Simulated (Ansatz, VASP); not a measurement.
Two plane-wave programs on Si

```xyz
4
Lattice="3.9202 0.0000 0.0000 -1.9601 3.3950 0.0000 0.0000 0.0000 6.1422" Properties=species:S:1:pos:R:3 pbc="T T T"
Si    0.0000    2.2633    0.4155
Si    1.9601    1.1317    3.4866
Si    0.0000    2.2633    2.6556
Si    1.9601    1.1317    5.7267
```

Alike in both runs: task single point; functional PBE; k mesh 12 × 12 × 6; occupations gaussian, width 0.05 eV; no spin polarisation.

```csv
,VASP,Ansatz
version,VASP 6.6.1,Ansatz 0.2.0
potentials or method,"VASP PAW PBE potentials, release 64 (Si), cutoff 520 eV","scalar-relativistic, plane waves, PAW"
valence electrons in the cell,16,16
```

|  | VASP | Ansatz | Ansatz less VASP |
| --- | --- | --- | --- |
| gap on the k mesh at the Fermi level (eV) | 0.12 | 0.12 | -0.001 |
| least direct gap on the mesh (eV) | 0.35 | 0.35 | -0.003 |
| pressure (GPa) | 1.0 | 1.1 | +0.06 |
| traceless stress, the component that is largest in VASP (GPa) | 11.54 | 11.56 | +0.014 |
| rms of the force components (eV/Å) | 0.923 | 0.926 | +0.0037 |

Atom by atom the forces differ by 0.004 eV/Å (rms over components).
